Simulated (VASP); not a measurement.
# GaSb (F-43m) in VASP: notebook

The runs below take GaSb through single point, relaxation of cell and atoms, with PBEsol.

Everything below comes from runs of VASP 6.6.1. Logs are shortened: lines on timing, memory, paths and dates and some standing lists are left out, and cuts for length are marked.

## Step 1: The cell of the first run

It takes space group F-43m (No. 216, cubic). Conventional cell: a = 6.111 Å, b = 6.111 Å, c = 6.111 Å, α = 90.00°, β = 90.00°, γ = 90.00°. Ga (site symmetry -43m) has 4 Sb at 2.65 Å within 3.5 Å. Within 3.5 Å of Sb (site symmetry -43m) lie 4 Ga at 2.65 Å.

## Step 2: Single point, PBEsol

INCAR reads:

```
SYSTEM = GaSb
PREC = Accurate ; ENCUT = 520
EDIFF = 1E-7 ; ISMEAR = -1
SIGMA = 0.05 ; LREAL = .FALSE.
LASPH = .TRUE. ; NELM = 80
ALGO = Normal ; ISIF = 2
LWAVE = .FALSE. ; LCHARG = .FALSE.
GGA = PS ; NBANDS = 16
```

KPOINTS reads:

```
regular mesh
0
G
  12 12 12
  0 0 0
```

POSCAR reads:

```
GaSb
1.0
    0.0000000000      3.0556506668      3.0556506668
    3.0556506668      0.0000000000      3.0556506668
    3.0556506668      3.0556506668      0.0000000000
Ga Sb
1 1
Direct
    0.0000000000      0.0000000000      0.0000000000
    0.7500000000      0.7500000000      0.7500000000
```

Potentials or basis: VASP PAW PBE potentials, release 64 (Ga_d, Sb).

Started as:

```sh
> cat potpaw_PBE.64/Ga_d/POTCAR potpaw_PBE.64/Sb/POTCAR > POTCAR
> mpirun -np 1 vasp_std > vasp.out
```

OUTCAR:

```text
SYSTEM = GaSb
   PREC = Accurate
   ENCUT = 520
   EDIFF = 1E-7
   ISMEAR = -1
   LREAL = .FALSE.
   LASPH = .TRUE.
   NELM = 80
   ISIF = 2
   GGA = PS

 ion  position               nearest neighbor table
   1  0.000  0.000  0.000-   2 2.65   2 2.65   2 2.65   2 2.65
   2  0.750  0.750  0.750-   1 2.65   1 2.65   1 2.65   1 2.65

  LATTYP: Found a face centered cubic cell.
 ALAT       =     6.1113013336

  Lattice vectors:

 A1 = (   0.0000000000,   3.0556506668,   3.0556506668)
 A2 = (   3.0556506668,   0.0000000000,   3.0556506668)
 A3 = (   3.0556506668,   3.0556506668,   0.0000000000)

Analysis of symmetry for initial positions (statically):
=====================================================================
 Subroutine PRICEL returns:
 Original cell was already a primitive cell.

 Routine SETGRP: Setting up the symmetry group for a
 face centered cubic supercell.

 Subroutine GETGRP returns: Found 24 space group operations
 (whereof 24 operations were pure point group operations)
 out of a pool of 48 trial point group operations.

The static configuration has the point symmetry T_d .

Analysis of symmetry for dynamics (positions and initial velocities):
=====================================================================
 Subroutine PRICEL returns:
 Original cell was already a primitive cell.

 Routine SETGRP: Setting up the symmetry group for a
 face centered cubic supercell.

 Subroutine GETGRP returns: Found 24 space group operations
 (whereof 24 operations were pure point group operations)
 out of a pool of 48 trial point group operations.

The dynamic configuration has the point symmetry T_d .

 Subroutine INISYM returns: Found 24 space group operations
 (whereof 24 operations are pure point group operations),
 and found     1 'primitive' translations

----------------------------------------------------------------------------------------

                                     Primitive cell

  volume of cell :      57.0612

  direct lattice vectors                    reciprocal lattice vectors
     0.000000000  3.055650667  3.055650667    -0.163631270  0.163631270  0.163631270
     3.055650667  0.000000000  3.055650667     0.163631270 -0.163631270  0.163631270
     3.055650667  3.055650667  0.000000000     0.163631270  0.163631270 -0.163631270

  length of vectors
     4.321342615  4.321342615  4.321342615     0.283417674  0.283417674  0.283417674

  position of ions in fractional coordinates (direct lattice)
     0.000000000  0.000000000  0.000000000
     0.750000000  0.750000000  0.750000000

  ion indices of the primitive-cell ions
   primitive index   ion index
                 1           1
                 2           2

----------------------------------------------------------------------------------------

 KPOINTS: regular mesh

Automatic generation of k-mesh.
 Grid dimensions read from file:
 generate k-points for:   12   12   12

 Generating k-lattice:

  Cartesian coordinates                     Fractional coordinates (reciprocal lattice)
    -0.013635939  0.013635939  0.013635939     0.083333333  0.000000000  0.000000000
     0.013635939 -0.013635939  0.013635939     0.000000000  0.083333333  0.000000000
     0.013635939  0.013635939 -0.013635939     0.000000000  0.000000000  0.083333333

  Length of vectors
     0.023618139  0.023618139  0.023618139

  Shift w.r.t. Gamma in fractional coordinates (k-lattice)
     0.000000000  0.000000000  0.000000000

 Subroutine IBZKPT returns following result:
 ===========================================

 Found     72 irreducible k-points:

 Following reciprocal coordinates:
            Coordinates               Weight
  0.000000  0.000000  0.000000      1.000000
  0.083333  0.000000  0.000000      8.000000
  0.166667  0.000000  0.000000      8.000000
  0.250000  0.000000  0.000000      8.000000
  0.333333  0.000000  0.000000      8.000000
  0.416667  0.000000  0.000000      8.000000
[... 16 lines left out ...]
  0.500000  0.166667  0.000000     24.000000
 -0.416667  0.166667  0.000000     24.000000
 [... further k-points ...]
   k-points           NKPTS =     72   k-points in BZ     NKDIM =     72   number of bands    NBANDS=     16
   number of dos      NEDOS =    301   number of ions     NIONS =      2
   total plane-waves  NPLWV =  32768
   dimension x,y,z NGX =    32 NGY =   32 NGZ =   32
   dimension x,y,z NGXF=    64 NGYF=   64 NGZF=   64
   ions per type =               1   1
   NGX,Y,Z   is equivalent  to a cutoff of  12.31, 12.31, 12.31 a.u.
   NGXF,Y,Z  is equivalent  to a cutoff of  24.62, 24.62, 24.62 a.u.
 SYSTEM =  GaSb
   PREC   = accura    normal or accurate (medium, high low for compatibility)
   ISTART =      0    job   : 0-new  1-cont  2-samecut
   ICHARG =      2    charge: 1-file 2-atom 10-const
   ISPIN  =      1    spin polarized calculation?
   LNONCOLLINEAR =      F non collinear calculations
   LSORBIT =      F    spin-orbit coupling
   LASPH  =      T    aspherical Exc in radial PAW
   ENCUT  =  520.0 eV  38.22 Ry    6.18 a.u.   8.03  8.03  8.03*2*pi/ulx,y,z
   NELM   =     80;   NELMIN=  2; NELMDL= -5     # of ELM steps
   EDIFF  = 0.1E-06   stopping-criterion for ELM
   LREAL  =      F    real-space projection
   EDIFFG = 0.1E-05   stopping-criterion for IOM
   NSW    =      0    number of steps for IOM
   IBRION =     -1    ionic relax: 0-MD 1-quasi-New 2-CG
   NFREE  =      0    steps in history (QN), initial steepest desc. (CG)
   ISIF   =      2    stress and relaxation
   ISYM   =      2    0-nonsym 1-usesym 2-fastsym
   POTIM  = 0.5000    time-step for ionic-motion
   TEBEG  =    0.0;   TEEND  =   0.0 temperature during run
   PSTRESS=    0.0 pullay stress
   NELECT =      18.0000    total number of electrons
   NUPDOWN=      -1.0000    fix difference up-down
   EMIN   =  10.00;   EMAX   =-10.00  energy-range for DOS
   EFERMI =   0.00;   METHOD = LEGACY
   ISMEAR =    -1;   SIGMA  =   0.05  broadening in eV -4-tet -1-fermi 0-gaus
   EFERMI_NEDOS =   21; number of points for ismear=-14 and -15
   IALGO  =     38    algorithm
   IMIX   =      4    mixing-type and parameters
     AMIX     =   0.40;   BMIX     =  1.00
     AMIX_MAG =   1.60;   BMIX_MAG =  1.00
  volume/ion in A,a.u.               =      28.53       192.53
  Fermi-wavevector in a.u.,A,eV,Ry     =   1.114428  2.105963 16.897749  1.241949
  Thomas-Fermi vector in A             =   2.251023
   LORBIT       =      0    0 simple, 1 ext, 2 COOP (PROOUT), +10 PAW based schemes
   GGA     = PS    functional components
   LHFCALC =     F    Hartree Fock is set to
   AEXX    =    0.0000 exact exchange contribution
   IVDW    =     0    specifies the selected vdW correction
   LEPSILON=     F    determine dielectric tensor
   LRPA    =     F    only Hartree local field effects (RPA)
 non-spin polarized calculation
  energy-cutoff  :      520.00
  volume of cell :       57.06
 maximum number of plane-waves:      1572
   NGX = 17   NGY = 17   NGZ = 17

 number of electron      17.9999985 magnetization

 Free energy of the ion-electron system (eV)
  ---------------------------------------------------
  ext. energy  EPLUGINS =         0.00000000
  ---------------------------------------------------
  free energy    TOTEN  =        -8.15512188 eV

  energy without entropy =       -8.15488442  energy(sigma->0) =       -8.15500315

 E-fermi :   4.8505     XC(G=0):  -9.2814

 val. band max:        4.7777777943   @ k =   0.0000   0.0000   0.0000
 cond. band min:       5.1175876610   @ k =   0.5000   0.0000   0.0000
 fundamental gap:      0.3398098667
 Fermi energy:         4.8504774147

 k-point     1 :       0.0000    0.0000    0.0000
  band No.  band energies     occupation
      1     -10.2390      2.00000
      2     -10.2390      2.00000
      3     -10.2390      2.00000
      4     -10.1882      2.00000
      5     -10.1882      2.00000
      6      -6.7632      2.00000
[... 8 lines left out ...]
     15      13.3706      0.00000
     16      13.3706      0.00000

 k-point     2 :       0.0833    0.0000    0.0000
  band No.  band energies     occupation
      1     -10.2410      2.00000
      2     -10.2382      2.00000
      3     -10.2382      2.00000
      4     -10.1883      2.00000
      5     -10.1883      2.00000
      6      -6.6912      2.00000
[... 8 lines left out ...]
     15      12.8191      0.00000
     16      12.8191      0.00000

 k-point     3 :       0.1667    0.0000    0.0000
  band No.  band energies     occupation
      1     -10.2464      2.00000
      2     -10.2359      2.00000
      3     -10.2359      2.00000
      4     -10.1885      2.00000
      5     -10.1885      2.00000
      6      -6.4793      2.00000
[... 8 lines left out ...]
     15      12.3332      0.00000
     16      12.3332      0.00000

 k-point     4 :       0.2500    0.0000    0.0000
  band No.  band energies     occupation
      1     -10.2537      2.00000
      2     -10.2330      2.00000
      3     -10.2330      2.00000
      4     -10.1886      2.00000
      5     -10.1886      2.00000
      6      -6.1433      2.00000
[... 8 lines left out ...]
     15      12.3114      0.00000
     16      12.3114      0.00000

 k-point     5 :       0.3333    0.0000    0.0000
  band No.  band energies     occupation
      1     -10.2608      2.00000
      2     -10.2304      2.00000
      3     -10.2304      2.00000
      4     -10.1884      2.00000
      5     -10.1884      2.00000
      6      -5.7219      2.00000
[... 8 lines left out ...]
     15      12.8404      0.00000
     16      12.8404      0.00000

 k-point     6 :       0.4167    0.0000    0.0000
  band No.  band energies     occupation
      1     -10.2660      2.00000
      2     -10.2286      2.00000
      3     -10.2286      2.00000
      4     -10.1881      2.00000
      5     -10.1881      2.00000
      6      -5.3131      2.00000
[... 8 lines left out ...]
     15      13.7886      0.00000
     16      13.7886      0.00000
[... 267 lines left out ...]
 k-point    21 :       0.3333    0.1667    0.0000
  band No.  band energies     occupation
      1     -10.2637      2.00000
      2     -10.2280      2.00000
      3     -10.2270      2.00000
      4     -10.1923      2.00000
      5     -10.1865      2.00000
      6      -5.7657      2.00000
[... 8 lines left out ...]
     15      13.3700      0.00000
     16      13.9258      0.00000

 k-point    22 :       0.4167    0.1667    0.0000
  band No.  band energies     occupation
      1     -10.2684      2.00000
      2     -10.2265      2.00000
      3     -10.2250      2.00000
      4     -10.1920      2.00000
      5     -10.1866      2.00000
      6      -5.3420      2.00000
[... 8 lines left out ...]
     15      13.9336      0.00000
     16      14.6284      0.00000

 k-point    23 :       0.5000    0.1667    0.0000
  band No.  band energies     occupation
      1     -10.2710      2.00000
      2     -10.2258      2.00000
      3     -10.2242      2.00000
      4     -10.1910      2.00000
      5     -10.1872      2.00000
      6      -4.9891      2.00000
[... 8 lines left out ...]
     15      14.4737      0.00000
     16      14.6832      0.00000

 k-point    24 :      -0.4167    0.1667    0.0000
  band No.  band energies     occupation
      1     -10.2708      2.00000
      2     -10.2258      2.00000
      3     -10.2247      2.00000
      4     -10.1898      2.00000
      5     -10.1883      2.00000
      6      -4.9306      2.00000
[... 8 lines left out ...]
     15      13.4262      0.00000
     16      13.8178      0.00000

 [... further k-points ...]
[... 5 lines left out ...]
  --------------------------------------------------------------------------------------
  -------------------------------------------------------------------------------------
  Total        0.0346596      0.0346596      0.0346596     -0.0000000     -0.0000000      0.0000000
  in kB        0.9731800      0.9731800      0.9731800     -0.0000000     -0.0000000      0.0000000
  external PRESSURE =       0.9731800 kB  Pullay stress =       0.0000000 kB

 VOLUME and BASIS-vectors are now :
 -----------------------------------------------------------------------------
  energy-cutoff  :      520.00
  volume of cell :       57.06
      direct lattice vectors                 reciprocal lattice vectors
     0.000000000  3.055650667  3.055650667    -0.163631270  0.163631270  0.163631270
     3.055650667  0.000000000  3.055650667     0.163631270 -0.163631270  0.163631270
     3.055650667  3.055650667  0.000000000     0.163631270  0.163631270 -0.163631270

 POSITION                                       TOTAL-FORCE (eV/Angst)
 -----------------------------------------------------------------------------------
      0.00000      0.00000      0.00000         0.000000     -0.000000     -0.000000
      4.58348      4.58348      4.58348        -0.000000      0.000000      0.000000
 -----------------------------------------------------------------------------------
    total drift:                               -0.000000     -0.000000     -0.000000

  FREE ENERGIE OF THE ION-ELECTRON SYSTEM (eV)
  ---------------------------------------------------
  free  energy   TOTEN  =        -8.1551218750 eV

  energy  without entropy=       -8.1548844161  energy(sigma->0) =       -8.15500315
```

Wall time 24 s (1 thread of Intel Xeon Platinum 8488C (Sapphire Rapids), shared host); peak memory 0.22 GiB.

What came out:

```
Free energy : -8.1551 eV
Pressure    : 0.1 GPa
```

Caveat: the PAW data sets were made with another functional, which shifts forces and pressure a little; spin-orbit coupling is left out, which moves the levels of the heavy elements.

## Step 3: Relaxation of cell and atoms, PBEsol

This run uses another cell than the first one, of 28.62 Å³/atom, 1.003 times its volume.

INCAR reads:

```
PREC = Accurate ; ENCUT = 600
EDIFF = 1E-6 ; ISMEAR = -1
SIGMA = 0.05 ; LREAL = F
LASPH = T ; NELM = 80
ALGO = Normal ; ISIF = 3
LWAVE = F ; LCHARG = F
GGA = PS ; IBRION = 2
NSW = 100 ; EDIFFG = -0.002
```

KPOINTS reads:

```
regular mesh
0
Gamma
  12 12 12
```

POSCAR reads:

```
GaSb
1.0
    0.0000000000      3.0590000000      3.0590000000
    3.0590000000      0.0000000000      3.0590000000
    3.0590000000      3.0590000000      0.0000000000
Ga Sb
1 1
Direct
    0.0000000000      0.0000000000      0.0000000000
    0.7500000000      0.7500000000      0.7500000000
```

Potentials or basis: VASP PAW PBE potentials, release 64 (Ga_d, Sb).

Started as:

```sh
> cat potpaw_PBE.64/Ga_d/POTCAR potpaw_PBE.64/Sb/POTCAR > POTCAR
> mpirun -np 1 vasp_std > vasp.out
```

OUTCAR:

```text
PREC = Accurate
   ENCUT = 600
   EDIFF = 1E-6
   ISMEAR = -1
   LREAL = F
   LASPH = T
   NELM = 80
   ISIF = 3
   GGA = PS
   IBRION = 2
   NSW = 100
   EDIFFG = -0.002

 ion  position               nearest neighbor table
   1  0.000  0.000  0.000-   2 2.65   2 2.65   2 2.65   2 2.65
   2  0.750  0.750  0.750-   1 2.65   1 2.65   1 2.65   1 2.65

  LATTYP: Found a face centered cubic cell.
 ALAT       =     6.1180000000

  Lattice vectors:

 A1 = (   0.0000000000,   3.0590000000,   3.0590000000)
 A2 = (   3.0590000000,   0.0000000000,   3.0590000000)
 A3 = (   3.0590000000,   3.0590000000,   0.0000000000)

Analysis of symmetry for initial positions (statically):
=====================================================================
 Subroutine PRICEL returns:
 Original cell was already a primitive cell.

 Routine SETGRP: Setting up the symmetry group for a
 face centered cubic supercell.

 Subroutine GETGRP returns: Found 24 space group operations
 (whereof 24 operations were pure point group operations)
 out of a pool of 48 trial point group operations.

The static configuration has the point symmetry T_d .

Analysis of symmetry for dynamics (positions and initial velocities):
=====================================================================
[... 269 lines left out ...]

------------------------ aborting loop because EDIFF is reached ----------------------------------------
[... 67 lines left out ...]
--------------------------------------- Ionic step       12  -------------------------------------------

 number of electron      18.0000006 magnetization

 Free energy of the ion-electron system (eV)
  ---------------------------------------------------
  ext. energy  EPLUGINS =         0.00000000
  ---------------------------------------------------
  free energy    TOTEN  =        -8.15507410 eV

  energy without entropy =       -8.15483334  energy(sigma->0) =       -8.15495372

 E-fermi :   4.8318     XC(G=0):  -9.2741

 val. band max:        4.7490677588   @ k =   0.0000   0.0000   0.0000
 cond. band min:       5.0972658614   @ k =   0.5000   0.0000   0.0000
 fundamental gap:      0.3481981026
 Fermi energy:         4.8317946219

 k-point     1 :       0.0000    0.0000    0.0000
  band No.  band energies     occupation
      1     -10.2536      2.00000
      2     -10.2536      2.00000
      3     -10.2536      2.00000
      4     -10.2030      2.00000
      5     -10.2030      2.00000
      6      -6.7686      2.00000
      7       4.7464      1.69287
      8       4.7465      1.69286
      9       4.7465      1.69286
     10       4.7491      1.67901
     11       7.5043      0.00000
     12       7.5043      0.00000
     13       7.5043      0.00000
[... 354 lines left out ...]
  band No.  band energies     occupation
      1     -10.2851      2.00000
      2     -10.2404      2.00000
      3     -10.2394      2.00000
      4     -10.2046      2.00000
      5     -10.2031      2.00000
      6      -4.9408      2.00000
      7      -1.5752      2.00000
      8       1.9725      2.00000
      9       3.2687      2.00000
     10       6.3963      0.00000
     11       8.4655      0.00000
     12       9.2796      0.00000
     13      11.6000      0.00000

 [... further k-points ...]
[... 5 lines left out ...]
  --------------------------------------------------------------------------------------
  -------------------------------------------------------------------------------------
  Total        0.0029360      0.0029360      0.0029360      0.0000000      0.0000000     -0.0000000
  in kB        0.0823006      0.0823006      0.0823006      0.0000000      0.0000000     -0.0000000
  external PRESSURE =       0.0823006 kB  Pullay stress =       0.0000000 kB
[... 17 lines left out ...]
  FREE ENERGIE OF THE ION-ELECTRON SYSTEM (eV)
  ---------------------------------------------------
  free  energy   TOTEN  =        -8.1550741023 eV

  energy  without entropy=       -8.1548333354  energy(sigma->0) =       -8.15495372

 reached required accuracy - stopping structural energy minimisation
```

CONTCAR:

```text
GaSb
   1.00000000000000
    -0.0000000000000000    3.0573305167151461    3.0573305167151461
     3.0573305167151461    0.0000000000000000    3.0573305167151461
     3.0573305167151461    3.0573305167151461    0.0000000000000000
  Ga              Sb
     1     1
Direct
     0.0000000000000000    0.0000000000000000    0.0000000000000000
     0.7500000000000000    0.7500000000000000    0.7500000000000000

  0.00000000E+00  0.00000000E+00  0.00000000E+00
  0.00000000E+00  0.00000000E+00  0.00000000E+00
```

Wall time 2.4 min (1 thread of Intel Xeon Platinum 8488C (Sapphire Rapids), shared host); peak memory 0.25 GiB.

What came out:

```
Free energy                            : -8.1551 eV
Relaxed volume                         : 28.58 Å³/atom
Relaxed cell                           : a = 4.324 Å, b = 4.324 Å, c = 4.324 Å, α = 60.00°, β = 60.00°, γ = 60.00°
Space group after relaxing (to 0.05 Å) : F-43m (No. 216)
Energy gained by relaxing              : 0.0 meV/atom
Ionic steps                            : 12
Pressure after relaxing                : 0.0 GPa
```

Final structure:
```cif
data_structure
_symmetry_space_group_name_H-M 'P 1'
_symmetry_Int_Tables_number 1
_cell_length_a 4.3237
_cell_length_b 4.3237
_cell_length_c 4.3237
_cell_angle_alpha 60.000
_cell_angle_beta 60.000
_cell_angle_gamma 60.000
_cell_volume 57.16
loop_
_atom_site_label
_atom_site_type_symbol
_atom_site_fract_x
_atom_site_fract_y
_atom_site_fract_z
_atom_site_occupancy
Ga1 Ga 0.00000 0.00000 0.00000 1
Sb1 Sb 0.75000 0.75000 0.75000 1
```

Caveat: the PAW data sets were made with another functional, which shifts forces and pressure a little; spin-orbit coupling is left out, which moves the levels of the heavy elements.
